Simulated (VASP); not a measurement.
# Hf12H (a cell with a defect) in VASP: single point with LDA

Aim: the single point of Hf12H (a cell with a defect) with LDA.

Everything below comes from runs of VASP 6.6.1. Logs are shortened: lines on timing, memory, paths and dates and some standing lists are left out, and cuts for length are marked.

## 1. The cell of the first run

The cell holds a defect, 13 atoms: a = 6.400 Å, b = 9.600 Å, c = 5.062 Å, α = 90.00°, β = 90.00°, γ = 120.00°.

## 2. Single point, LDA

Input file INCAR:

```
PREC = Accurate ; ENCUT = 520
EDIFF = 1E-6 ; ISMEAR = -1
SIGMA = 0.05 ; LREAL = False
LASPH = True ; NELM = 60
ALGO = Normal ; ISIF = 2
LWAVE = False ; LCHARG = True
LELF = True ; LVHAR = True
NBANDS = 72
```

Input file KPOINTS:

```
regular mesh
0
Gamma
  3 2 3
```

Input file POSCAR:

```
Hf12H
1.0
    6.4000000000      0.0000000000      0.0000000000
   -4.8000000000      8.3138440000      0.0000000000
    0.0000000000      0.0000000000      5.0624000000
Hf H
12 1
Direct
    0.0009795272      0.0003703761     -0.0004620508
    0.1660961818      0.2195719771      0.5055264799
    0.0068069280      0.3289218003      0.0092324504
    0.1754287066      0.5597479965      0.4977375640
    0.0028732576      0.6725745857      0.0069845168
    0.1691021013      0.8911464568      0.5053874252
    0.4972474587     -0.0027922878     -0.0059083990
    0.6640012356      0.2160689584      0.4925036026
    0.4910823775      0.3289191563      0.0023854765
    0.6598185397      0.5598026616      0.4912135134
    0.5008170994      0.6690146106     -0.0054842437
    0.6657112436      0.8879747029      0.4996732448
    0.8331458428      0.4419159054      0.2479684199
```

Potentials or basis: VASP PAW LDA potentials, release 64 (Hf_pv, H).

The run is started by

```bash
$ cat potpaw_LDA.64/Hf_pv/POTCAR potpaw_LDA.64/H/POTCAR > POTCAR
$ mpirun -np 1 vasp_std > vasp.out
```

OUTCAR:

```text
PREC = Accurate
   ENCUT = 520
   EDIFF = 1E-6
   ISMEAR = -1
   LREAL = False
   LASPH = True
   NELM = 60
   ISIF = 2

 ion  position               nearest neighbor table
   1  0.001  0.000  1.000-   2 3.09   6 3.11   3 3.14  12 3.14  12 3.14   2 3.14   9 3.15   5 3.15
                             6 3.15  11 3.19   7 3.19   7 3.21
   2  0.166  0.220  0.506-   3 3.09   9 3.09   1 3.09   3 3.12   9 3.12   1 3.14   6 3.16  12 3.19
                             8 3.20   8 3.20  10 3.22   4 3.24
   3  0.007  0.329  0.009-  13 2.25   2 3.09   8 3.10   9 3.10   2 3.12   4 3.13   1 3.14  11 3.22
                             4 3.22   7 3.22   8 3.23   9 3.30   5 3.31
   4  0.175  0.560  0.498-  13 2.28  11 3.09  10 3.10  11 3.12   5 3.12   3 3.13  12 3.14   5 3.20
                             6 3.20   3 3.22   2 3.24   8 3.29  10 3.30
   5  0.003  0.673  0.007-  13 2.27  10 3.10   6 3.11   6 3.12   4 3.12   7 3.14   1 3.15  11 3.20
                             4 3.20  11 3.20  10 3.23   9 3.29   3 3.31
   6  0.169  0.891  0.505-   7 3.07   1 3.11   5 3.11   5 3.12   8 3.14   1 3.15   2 3.16   7 3.16
                            12 3.19   4 3.20  12 3.21  10 3.22
   7  0.497  0.997  0.994-   6 3.07  12 3.11   8 3.11   8 3.12   5 3.14  12 3.15  11 3.16   6 3.16
                             1 3.19   9 3.20   1 3.21   3 3.22
   8  0.664  0.216  0.493-  13 2.25   3 3.10   7 3.11   9 3.12   7 3.12   6 3.14  12 3.16   2 3.20
                             9 3.20   2 3.20   3 3.23   4 3.29  10 3.31
   9  0.491  0.329  0.002-  13 2.27   2 3.09   3 3.10   2 3.12   8 3.12  10 3.13   1 3.15   8 3.20
                             7 3.20  10 3.22  11 3.23   5 3.29   3 3.30
  10  0.660  0.560  0.491-  13 2.30  11 3.09   4 3.10   5 3.10  11 3.11   9 3.13  12 3.13   2 3.22
                             6 3.22   9 3.22   5 3.23   4 3.30   8 3.31
  11  0.501  0.669  0.995-  10 3.09   4 3.09  12 3.10  10 3.11   4 3.12  12 3.14   7 3.16   1 3.19
                             5 3.20   5 3.20   3 3.22   9 3.23
  12  0.666  0.888  0.500-  11 3.10   7 3.11  10 3.13  11 3.14   1 3.14   1 3.14   4 3.14   7 3.15
                             8 3.16   2 3.19   6 3.19   6 3.21
  13  0.833  0.442  0.248-   8 2.25   3 2.25   9 2.27   5 2.27   4 2.28  10 2.30

  LATTYP: Found a simple monoclinic cell.
 ALAT       =     6.4000000000
 B/A-ratio  =     0.7910000000
 C/A-ratio  =     1.3228756745
 COS(beta)  =    -0.1889822338

  Lattice vectors:

 A1 = (   6.4000000000,   0.0000000000,   0.0000000000)
 A2 = (   0.0000000000,   0.0000000000,   5.0624000000)
 A3 = (  -1.6000000000,  -8.3138440000,   0.0000000000)

Analysis of symmetry for initial positions (statically):
=====================================================================
 Subroutine PRICEL returns:
 Original cell was already a primitive cell.

 Routine SETGRP: Setting up the symmetry group for a
 simple monoclinic supercell.

 Subroutine GETGRP returns: Found  1 space group operations
 (whereof  1 operations were pure point group operations)
[... 162 lines left out ...]
     AMIX_MAG =   1.60;   BMIX_MAG =  1.00
  volume/ion in A,a.u.               =      20.72       139.83
  Fermi-wavevector in a.u.,A,eV,Ry     =   1.253787  2.369314 21.388120  1.571982
  Thomas-Fermi vector in A             =   2.387623
   LORBIT       =      0    0 simple, 1 ext, 2 COOP (PROOUT), +10 PAW based schemes
   GGA     = CA    functional components
   LHFCALC =     F    Hartree Fock is set to
   AEXX    =    0.0000 exact exchange contribution
   IVDW    =     0    specifies the selected vdW correction
   LEPSILON=     F    determine dielectric tensor
   LRPA    =     F    only Hartree local field effects (RPA)
 non-spin polarized calculation
  energy-cutoff  :      520.00
  volume of cell :      269.36
 maximum number of plane-waves:      7282
   NGX = 23   NGY = 35   NGZ = 19

 number of electron     121.0000004 magnetization

 Free energy of the ion-electron system (eV)
  ---------------------------------------------------
  ext. energy  EPLUGINS =         0.00000000
  ---------------------------------------------------
  free energy    TOTEN  =      -131.61136108 eV

  energy without entropy =     -131.48469139  energy(sigma->0) =     -131.54802624

 E-fermi :   4.8428     XC(G=0): -11.4997

 val. band max:        4.8401717982   @ k =   0.0000   0.5000   0.3333
 cond. band min:       4.8473300647   @ k =   0.0000   0.5000   0.0000
 fundamental gap:      0.0071582665
 Fermi energy:         4.8427704217

 k-point     1 :       0.0000    0.0000    0.0000
  band No.  band energies     occupation
      1     -26.1140      2.00000
      2     -25.9517      2.00000
      3     -25.9033      2.00000
      4     -25.8753      2.00000
      5     -25.8628      2.00000
      6     -25.8466      2.00000
[... 739 lines left out ...]
     71       5.5761      0.00000
     72       5.9984      0.00000

------------------------ aborting loop because EDIFF is reached ----------------------------------------

  FORCE on cell =-STRESS in cart. coord.  units (eV):
  Direction    XX          YY          ZZ          XY          YZ          ZX
  --------------------------------------------------------------------------------------
  -------------------------------------------------------------------------------------
  Total      -11.4128463    -11.4062586    -11.4170561      0.0361468      0.0916524      0.1136046
  in kB      -67.8838161    -67.8446323    -67.9088562      0.2150019      0.5451498      0.6757225
  external PRESSURE =     -67.8791015 kB  Pullay stress =       0.0000000 kB

 VOLUME and BASIS-vectors are now :
 -----------------------------------------------------------------------------
  energy-cutoff  :      520.00
  volume of cell :      269.36
      direct lattice vectors                 reciprocal lattice vectors
     6.400000000  0.000000000  0.000000000     0.156250000  0.090210978  0.000000000
    -4.800000000  8.313844000  0.000000000     0.000000000  0.120281304  0.000000000
     0.000000000  0.000000000  5.062400000     0.000000000  0.000000000  0.197534766

 POSITION                                       TOTAL-FORCE (eV/Angst)
 -----------------------------------------------------------------------------------
      0.00449      0.00308      5.06006        -0.006145      0.005900     -0.004422
      0.00907      1.82549      2.55918         0.007930     -0.013044     -0.004305
     -1.53526      2.73460      0.04674        -0.008165     -0.007425      0.003691
     -1.56405      4.65366      2.51975         0.013488     -0.002846     -0.013608
     -3.20997      5.59168      0.03536        -0.010728     -0.012492      0.005454
     -3.19525      7.40885      2.55847        -0.007339     -0.001060      0.012787
     -1.60421      8.29063      5.03249         0.014846     -0.002723     -0.013770
      3.21248      1.79636      2.49325         0.009214     -0.000131     -0.002025
      1.56412      2.73458      0.01208         0.012743     -0.002627      0.006341
      1.53579      4.65411      2.48672         0.001428     -0.005317     -0.019188
     -0.00604      5.56208      5.03464        -0.010954      0.007913      0.001097
     -0.00173      7.38248      2.52955        -0.002624      0.003519      0.010884
      3.21094      3.67402      1.25532        -0.013694      0.030331      0.017064
 -----------------------------------------------------------------------------------
    total drift:                               -0.000178     -0.000242     -0.000030

  FREE ENERGIE OF THE ION-ELECTRON SYSTEM (eV)
  ---------------------------------------------------
  free  energy   TOTEN  =      -131.6113610809 eV

  energy  without entropy=     -131.4846913920  energy(sigma->0) =     -131.54802624
```

stdout:

```text
POSCAR found type information on POSCAR HfH
 POSCAR found :  2 types and      13 ions
 scaLAPACK will be used
 LDA part: xc-table for (Slater(with rela. corr.)+CA(PZ))
 , standard interpolation
 -----------------------------------------------------------------------------
|                                                                             |
|           W    W    AA    RRRRR   N    N  II  N    N   GGGG   !!!           |
|           W    W   A  A   R    R  NN   N  II  NN   N  G    G  !!!           |
|           W    W  A    A  R    R  N N  N  II  N N  N  G       !!!           |
|           W WW W  AAAAAA  RRRRR   N  N N  II  N  N N  G  GGG   !            |
|           WW  WW  A    A  R   R   N   NN  II  N   NN  G    G                |
|           W    W  A    A  R    R  N    N  II  N    N   GGGG   !!!           |
|                                                                             |
|     Your reciprocal lattice and k-lattice belong to different lattice       |
|     classes:                                                                |
|                                                                             |
|        The reciprocal lattice is simple monoclinic,                         |
|        whereas your k-lattice is hexagonal.                                 |
|                                                                             |
|     Results are often still useful ...                                      |
|                                                                             |
 -----------------------------------------------------------------------------

 POSCAR, INCAR and KPOINTS ok, starting setup
 FFT: planning ... GRIDC
 FFT: planning ... GRID_SOFT
 FFT: planning ... GRID
 WAVECAR not read
 entering main loop
```

Wall time 3.8 min (1 thread of Intel Xeon 6975P-C, shared host); peak memory 0.35 GiB.

Results:

```
Free energy   : -131.6114 eV
Pressure      : -6.8 GPa
Largest force : 0.037 eV/Å
```

Forces in eV/Å, atoms in the order of the input:
```
Hf  -0.006  0.006 -0.004
Hf   0.008 -0.013 -0.004
Hf  -0.008 -0.007  0.004
Hf   0.013 -0.003 -0.014
Hf  -0.011 -0.012  0.005
Hf  -0.007 -0.001  0.013
Hf   0.015 -0.003 -0.014
Hf   0.009  0.000 -0.002
Hf   0.013 -0.003  0.006
Hf   0.001 -0.005 -0.019
Hf  -0.011  0.008  0.001
Hf  -0.003  0.004  0.011
H   -0.014  0.030  0.017
```

Stress tensor (GPa, compression positive):
```
-6.79  0.02  0.07
 0.02 -6.78  0.05
 0.07  0.05 -6.79
```

Caveat: the k points lie up to 0.41 Å⁻¹ apart; spin-orbit coupling is left out, which moves the levels of the heavy elements.
